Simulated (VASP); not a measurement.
Here is a VASP 6.6.1 calculation.

File INCAR:

```
PREC = Accurate
ENCUT = 630
EDIFF = 1E-7
ISMEAR = 0
SIGMA = 0.1
LREAL = F
LASPH = T
NELM = 120
ALGO = Normal
ISIF = 3
LWAVE = F
LCHARG = F
GGA = PE
IBRION = 2
NSW = 80
EDIFFG = -0.05
GGA_COMPAT = F
NELMIN = 4
```

File KPOINTS:

```
Automatic mesh
0
Gamma
  8 8 8
```

POSCAR

```
Cd
1.0
    0.0000000000      1.9457656737      1.9457656737
    1.9457656737      0.0000000000      1.9457656737
    1.9457656737      1.9457656737      0.0000000000
Cd
1
Direct
    0.0000000000      0.0000000000      0.0000000000
```

Potentials or basis: VASP PAW PBE potentials, release 64 (Cd_sv_GW).

Run with:

```sh
$ cat potpaw_PBE.64/Cd_sv_GW/POTCAR > POTCAR
$ mpirun -np 1 vasp_std > vasp.out
```

(1) Predict the relaxed volume.

(2) What does it give for the space group after relaxing (to 0.1 Å)?

(3) Estimate the relaxed cell.

(4) Predict the band gap on the k mesh.

Results:

(1) 21.55 Å³/atom.

(2) Fm-3m (No. 225).

(3) a = 3.124 Å, b = 3.124 Å, c = 3.124 Å, α = 60.00°, β = 60.00°, γ = 60.00°.

(4) zero (bands 10 and 11 overlap by 3.37 eV).

Caveat: the volume moved by over 15 % at a fixed basis, so the end points are rough.
